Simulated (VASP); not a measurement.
# CsI (Pm-3m) in VASP: G0W0 quasiparticle levels with PBE

Aim: the G0W0 quasiparticle levels of CsI with PBE.

Everything below comes from runs of VASP 6.6.1. Logs are shortened: lines on timing, memory, paths and dates and some standing lists are left out, and cuts for length are marked.

## Step 1: The cell of the first run

Symmetry: Pm-3m, No. 221, cubic system. The conventional cell has a = 4.608 Å, b = 4.608 Å, c = 4.608 Å, α = 90.00°, β = 90.00°, γ = 90.00°. Within 5.2 Å of Cs (site symmetry m-3m) lie 8 I at 3.99 Å and 6 Cs at 4.61 Å. I (site symmetry m-3m) has 8 Cs at 3.99 Å and 6 I at 4.61 Å within 5.2 Å.

## Step 2: G0W0 quasiparticle levels, PBE

Contents of POSCAR:

```
CsI
1.0
    4.6081396334      0.0000000000      0.0000000000
    0.0000000000      4.6081396334      0.0000000000
    0.0000000000      0.0000000000      4.6081396334
Cs I
1 1
Direct
    0.0000000000      0.0000000000      0.0000000000
    0.5000000000      0.5000000000      0.5000000000
```

Contents of INCAR.step1:

```
PREC     = Accurate       # precision mode
ENCUT    = 500            # plane-wave cutoff, eV
EDIFF    = 1E-8           # SCF threshold, eV
ISMEAR   = 0              # smearing method
SIGMA    = 0.01           # smearing width, eV
LREAL    = F              # projectors in reciprocal space
LASPH    = T              # aspherical terms in the spheres
NELM     = 100            # most SCF steps
ALGO     = Normal         # electronic algorithm
LWAVE    = T              # write WAVECAR
LCHARG   = F              # write CHGCAR
GGA      = PE             # functional
```

Contents of INCAR.step2:

```
PREC     = Accurate       # precision mode
ENCUT    = 500            # plane-wave cutoff, eV
EDIFF    = 1E-8           # SCF threshold, eV
ISMEAR   = 0              # smearing method
SIGMA    = 0.01           # smearing width, eV
LREAL    = F              # projectors in reciprocal space
LASPH    = T              # aspherical terms in the spheres
NELM     = 1              # most SCF steps
ALGO     = Exact          # electronic algorithm
LWAVE    = T              # write WAVECAR
LCHARG   = F              # write CHGCAR
GGA      = PE             # functional
NBANDS   = 300            # bands
LOPTICS  = T              # frequency-dependent dielectric function
ISTART   = 1
```

Contents of INCAR.step3:

```
PREC     = Accurate       # precision mode
ENCUT    = 500            # plane-wave cutoff, eV
EDIFF    = 1E-8           # SCF threshold, eV
ISMEAR   = 0              # smearing method
SIGMA    = 0.01           # smearing width, eV
LREAL    = F              # projectors in reciprocal space
LASPH    = T              # aspherical terms in the spheres
ALGO     = EVGW0          # electronic algorithm
LWAVE    = F              # write WAVECAR
LCHARG   = F              # write CHGCAR
GGA      = PE             # functional
NELMGW   = 1            
NBANDS   = 300            # bands
ENCUTGW  = 120.0          # cutoff of the response function
NOMEGA   = 48             # frequency points
PRECFOCK = Fast         
ISTART   = 1            
NBANDSGW = 16
```

Contents of KPOINTS:

```
Automatic mesh
0
Gamma
  4 4 4
```

Potentials or basis: VASP PAW PBE potentials, release 64 (Cs_sv_GW, I_GW).

Started as:

```console
$ cat potpaw_PBE.64/Cs_sv_GW/POTCAR potpaw_PBE.64/I_GW/POTCAR > POTCAR
$ cp INCAR.step1 INCAR
$ mpirun -np 1 vasp_std > vasp.out
$ cp INCAR.step2 INCAR
$ mpirun -np 1 vasp_std > vasp.out
$ cp INCAR.step3 INCAR
$ mpirun -np 1 vasp_std > vasp.out
```

OUTCAR:

```text
PREC = Accurate
   ENCUT = 500
   EDIFF = 1E-8
   ISMEAR = 0
   LREAL = F
   LASPH = T
   GGA = PE
   NELMGW = 1
   ENCUTGW = 120.0
   PRECFOCK = Fast
   ISTART = 1

 ion  position               nearest neighbor table
   1  0.000  0.000  0.000-
   2  0.500  0.500  0.500-

  LATTYP: Found a simple cubic cell.
 ALAT       =     4.6081396334

  Lattice vectors:

 A1 = (   4.6081396334,   0.0000000000,   0.0000000000)
 A2 = (   0.0000000000,   4.6081396334,   0.0000000000)
 A3 = (   0.0000000000,   0.0000000000,   4.6081396334)

Analysis of symmetry for initial positions (statically):
=====================================================================
 Subroutine PRICEL returns:
 Original cell was already a primitive cell.

 Routine SETGRP: Setting up the symmetry group for a
 simple cubic supercell.

 Subroutine GETGRP returns: Found 48 space group operations
 (whereof 48 operations were pure point group operations)
 out of a pool of 48 trial point group operations.

The static configuration has the point symmetry O_h .

Analysis of symmetry for dynamics (positions and initial velocities):
=====================================================================
 Subroutine PRICEL returns:
 Original cell was already a primitive cell.

 Routine SETGRP: Setting up the symmetry group for a
 simple cubic supercell.

 Subroutine GETGRP returns: Found 48 space group operations
 (whereof 48 operations were pure point group operations)
 out of a pool of 48 trial point group operations.

The dynamic configuration has the point symmetry O_h .

 Subroutine INISYM returns: Found 48 space group operations
 (whereof 48 operations are pure point group operations),
 and found     1 'primitive' translations

----------------------------------------------------------------------------------------

                                     Primitive cell

  volume of cell :      97.8536

  direct lattice vectors                    reciprocal lattice vectors
     4.608139633  0.000000000  0.000000000     0.217007313  0.000000000  0.000000000
     0.000000000  4.608139633  0.000000000     0.000000000  0.217007313  0.000000000
     0.000000000  0.000000000  4.608139633     0.000000000  0.000000000  0.217007313

  length of vectors
     4.608139633  4.608139633  4.608139633     0.217007313  0.217007313  0.217007313

  position of ions in fractional coordinates (direct lattice)
     0.000000000  0.000000000  0.000000000
     0.500000000  0.500000000  0.500000000

  ion indices of the primitive-cell ions
   primitive index   ion index
                 1           1
                 2           2

----------------------------------------------------------------------------------------

 KPOINTS: Automatic mesh

Automatic generation of k-mesh.
 Grid dimensions read from file:
 generate k-points for:    4    4    4

 Generating k-lattice:

  Cartesian coordinates                     Fractional coordinates (reciprocal lattice)
     0.054251828  0.000000000  0.000000000     0.250000000  0.000000000  0.000000000
     0.000000000  0.054251828  0.000000000     0.000000000  0.250000000  0.000000000
     0.000000000  0.000000000  0.054251828     0.000000000  0.000000000  0.250000000

  Length of vectors
     0.054251828  0.054251828  0.054251828

  Shift w.r.t. Gamma in fractional coordinates (k-lattice)
     0.000000000  0.000000000  0.000000000

 Subroutine IBZKPT returns following result:
 ===========================================

 Found     10 irreducible k-points:

 Following reciprocal coordinates:
            Coordinates               Weight
  0.000000  0.000000  0.000000      1.000000
  0.250000  0.000000  0.000000      6.000000
  0.500000  0.000000  0.000000      3.000000
  0.250000  0.250000  0.000000     12.000000
  0.500000  0.250000  0.000000     12.000000
  0.500000  0.500000  0.000000      3.000000
  0.250000  0.250000  0.250000      8.000000
  0.500000  0.250000  0.250000     12.000000
  0.500000  0.500000  0.250000      6.000000
  0.500000  0.500000  0.500000      1.000000
   k-points           NKPTS =     10   k-points in BZ     NKDIM =     64   number of bands    NBANDS=    300
   number of dos      NEDOS =    301   number of ions     NIONS =      2
   total plane-waves  NPLWV =  46656
   dimension x,y,z NGX =    36 NGY =   36 NGZ =   36
   dimension x,y,z NGXF=    72 NGYF=   72 NGZF=   72
   ions per type =               1   1
   NGX,Y,Z   is equivalent  to a cutoff of  12.99, 12.99, 12.99 a.u.
   NGXF,Y,Z  is equivalent  to a cutoff of  25.98, 25.98, 25.98 a.u.
 SYSTEM =  unknown system
   PREC   = accura    normal or accurate (medium, high low for compatibility)
   ISTART =      1    job   : 0-new  1-cont  2-samecut
   ICHARG =      0    charge: 1-file 2-atom 10-const
   ISPIN  =      1    spin polarized calculation?
   LNONCOLLINEAR =      F non collinear calculations
   LSORBIT =      F    spin-orbit coupling
   LASPH  =      T    aspherical Exc in radial PAW
   ENCUT  =  500.0 eV  36.75 Ry    6.06 a.u.   8.40  8.40  8.40*2*pi/ulx,y,z
   NELM   =     60;   NELMIN=  2; NELMDL=  0     # of ELM steps
   EDIFF  = 0.1E-07   stopping-criterion for ELM
   LREAL  =      F    real-space projection
   EDIFFG = 0.1E-06   stopping-criterion for IOM
   NSW    =      0    number of steps for IOM
   IBRION =     -1    ionic relax: 0-MD 1-quasi-New 2-CG
   NFREE  =      0    steps in history (QN), initial steepest desc. (CG)
   ISIF   =      0    stress and relaxation
   ISYM   =      3    0-nonsym 1-usesym 2-fastsym
   POTIM  = 0.5000    time-step for ionic-motion
   TEBEG  =    0.0;   TEEND  =   0.0 temperature during run
   PSTRESS=    0.0 pullay stress
   NELECT =      16.0000    total number of electrons
   NUPDOWN=      -1.0000    fix difference up-down
   EMIN   =  10.00;   EMAX   =-10.00  energy-range for DOS
   EFERMI =   0.00;   METHOD = LEGACY
   ISMEAR =     0;   SIGMA  =   0.01  broadening in eV -4-tet -1-fermi 0-gaus
   EFERMI_NEDOS =   21; number of points for ismear=-14 and -15
   IALGO  =     38    algorithm
   IMIX   =      4    mixing-type and parameters
     AMIX     =   0.40;   BMIX     =  1.00
     AMIX_MAG =   1.60;   BMIX_MAG =  1.00
  volume/ion in A,a.u.               =      48.93       330.17
  Fermi-wavevector in a.u.,A,eV,Ry     =   0.895205  1.691692 10.903601  0.801392
  Thomas-Fermi vector in A             =   2.017508
   LORBIT       =      0    0 simple, 1 ext, 2 COOP (PROOUT), +10 PAW based schemes
   GGA     = PE    functional components
   LHFCALC =     T    Hartree Fock is set to
   PRECFOCK=fast      Normal, Fast or Accurate (Low or Medium for compatibility)
   ENCUT4O =  -1.0   cutoff for four orbital integrals eV
   NKREDX  =     1    reduce k-point grid by
   NKREDY  =     1    reduce k-point grid by
   NKREDZ  =     1    reduce k-point grid by
   AEXX    =    1.0000 exact exchange contribution
   HFSCREEN=    0.0000 screening length (either q_TF or 0.3 A-1)
   HFSCREENC=   0.0000 screening length for correlation (either q_TF or 0.3 A-1)
   ENCUTFOCK=  -1.0 apply spherical cutoff to Coloumb kernel
   IVDW    =     0    specifies the selected vdW correction
   LEPSILON=     F    determine dielectric tensor
   LRPA    =     F    only Hartree local field effects (RPA)
   LRPAFORCE           =     F    calculate RPA forces
   ENCUTGW             = 120.0    cutoff for response function in eV
   ENCUTGWSOFT         =  96.0    soft cutoff for Coulomb kernel in GW response function in eV
   ENCUTLF             =  -1.0    cutoff for local field effects
   NELMGW              =     1    number of iterations in solving QP/BSE equation
   NELMHF              =     1    number of iterations in the inner HF iteration
   NKREDLFX            =     1    NKREDLFY  =   1   NKREDLFZ  =   1
 non-spin polarized calculation
 Gauss-broadening in eV      SIGMA  =   0.01
  energy-cutoff  :      500.00
  volume of cell :       97.85
 maximum number of plane-waves:      2517
 NGX is ok and might be reduce to    36
  NGX = 18; NGY = 18; NGZ = 18
   NGX = 17   NGY = 17   NGZ = 17
 maximum number of plane-waves:       304
 NGX is ok and might be reduce to    18

 QP shifts <psi_nk| G(iteration)W_0 |psi_nk>: iteration 1
 for sc-GW calculations column KS-energies equals QP-energies in previous step
 and V_xc(KS)=  KS-energies - (<T + V_ion + V_H > + <T+V_H+V_ion>^1  + <V_x>^1)

 k-point   1 :       0.0000    0.0000    0.0000
  band No.  KS-energies  QP-energies   sigma(KS)   V_xc(KS)     V^pw_x(r,r')   Z            occupation Imag(sigma)

      1     -19.1140     -19.9739     -15.5933     -14.3306     -22.7844       0.6810       2.0000       1.2315
      2      -9.3175     -10.4513     -13.7097     -12.1120     -18.9461       0.7096       2.0000       1.1737
      3      -5.8216      -7.7220     -15.3051     -12.8961     -17.4312       0.7889       2.0000       0.1102
      4      -5.8216      -7.7220     -15.3051     -12.8961     -17.4312       0.7889       2.0000       0.1102
      5      -5.8216      -7.7220     -15.3051     -12.8961     -17.4312       0.7889       2.0000       0.1102
      6       1.2043      -0.2753     -12.9120     -11.0349     -14.1095       0.7882       2.0000       0.0753
[... 8 lines left out ...]
     15      11.4581      12.2989      -7.0249      -8.0800      -3.2639       0.7968       0.0000      -0.1470
     16      11.4581      12.2989      -7.0249      -8.0800      -3.2639       0.7968       0.0000      -0.1470

 k-point   2 :       0.2500    0.0000    0.0000
  band No.  KS-energies  QP-energies   sigma(KS)   V_xc(KS)     V^pw_x(r,r')   Z            occupation Imag(sigma)

      1     -19.1031     -19.9614     -15.6045     -14.3452     -22.7917       0.6815       2.0000       1.2227
      2      -9.3203     -10.4507     -13.7058     -12.0939     -18.9201       0.7013       2.0000       1.1515
      3      -5.8949      -7.7864     -15.2074     -12.8117     -17.3471       0.7895       2.0000       0.1155
      4      -5.7933      -7.6910     -15.3422     -12.9397     -17.4552       0.7899       2.0000       0.1066
      5      -5.7933      -7.6910     -15.3422     -12.9397     -17.4552       0.7899       2.0000       0.1066
      6       0.3962      -1.1195     -12.0551     -10.0948     -13.3665       0.7732       2.0000       0.0818
[... 8 lines left out ...]
     15       9.4260      10.0743      -6.3087      -7.1128      -2.7246       0.8062       0.0000      -0.1088
     16      11.4418      12.2626      -7.1747      -8.2189      -3.1855       0.7860       0.0000      -0.1632

 k-point   3 :       0.5000    0.0000    0.0000
  band No.  KS-energies  QP-energies   sigma(KS)   V_xc(KS)     V^pw_x(r,r')   Z            occupation Imag(sigma)

      1     -19.0922     -19.9497     -15.6158     -14.3599     -22.7992       0.6827       2.0000       1.2138
      2      -9.3258     -10.4601     -13.6997     -12.0699     -18.8878       0.6960       2.0000       1.1294
      3      -5.9545      -7.8298     -15.1405     -12.7634     -17.2948       0.7889       2.0000       0.1209
      4      -5.7646      -7.6607     -15.3807     -12.9851     -17.4799       0.7915       2.0000       0.1027
      5      -5.7646      -7.6607     -15.3807     -12.9851     -17.4799       0.7915       2.0000       0.1027
      6      -0.1954      -1.7821     -11.6865      -9.6262     -13.1737       0.7701       2.0000       0.0938
[... 114 lines left out ...]
      1     -19.0631     -19.9266     -15.6514     -14.3966     -22.8183       0.6881       2.0000       1.2023
      2      -9.1121     -10.1863     -13.8658     -12.3060     -19.0119       0.6887       2.0000       1.1015
      3      -6.1058      -8.0395     -14.9769     -12.5164     -17.1533       0.7859       2.0000       0.1203
      4      -6.1058      -8.0395     -14.9769     -12.5164     -17.1533       0.7859       2.0000       0.1203
      5      -5.8967      -7.8084     -15.2262     -12.8081     -17.3428       0.7906       2.0000       0.1047
      6       0.2555      -1.3032     -12.2306     -10.2148     -13.6496       0.7733       2.0000       0.0860
[... 8 lines left out ...]
     15      10.8954      12.2847      -8.0771      -9.8394      -4.2317       0.7884       0.0000      -0.1512
     16      10.9279      12.1228      -7.6690      -9.1788      -3.8080       0.7914       0.0000      -0.1475

 k-point  10 :       0.5000    0.5000    0.5000
  band No.  KS-energies  QP-energies   sigma(KS)   V_xc(KS)     V^pw_x(r,r')   Z            occupation Imag(sigma)

      1     -19.0537     -19.9174     -15.6628     -14.4082     -22.8244       0.6884       2.0000       1.1976
      2      -9.0634     -10.1310     -13.9096     -12.3579     -19.0309       0.6880       2.0000       1.0864
      3      -6.0549      -7.9819     -15.0523     -12.6072     -17.1943       0.7881       2.0000       0.1088
      4      -6.0549      -7.9819     -15.0523     -12.6072     -17.1943       0.7881       2.0000       0.1088
      5      -6.0549      -7.9819     -15.0523     -12.6072     -17.1943       0.7881       2.0000       0.1088
      6       0.0589      -1.5174     -11.9438      -9.8972     -13.4001       0.7702       2.0000       0.0897
[... 8 lines left out ...]
     15      10.9807      12.3926      -8.1471      -9.9429      -4.2901       0.7863       0.0000      -0.1549
     16      10.9807      12.3926      -8.1471      -9.9429      -4.2901       0.7863       0.0000      -0.1549
```

Wall time 26 min (1 thread of Intel Xeon 8259CL, shared host); peak memory 1.6 GiB.

What came out:

```
Quasiparticle gap                                   : 5.78 eV
Least direct quasiparticle gap                      : 5.87 eV
Band gap of the starting levels on the mesh         : 3.79 eV
Least direct gap of the starting levels on the mesh : 3.88 eV
```

Caveat: bands, screening cutoff and mesh are small and nothing is extrapolated, so the quasiparticle values aren't converged; spin-orbit coupling is left out, which moves the levels of the heavy elements.
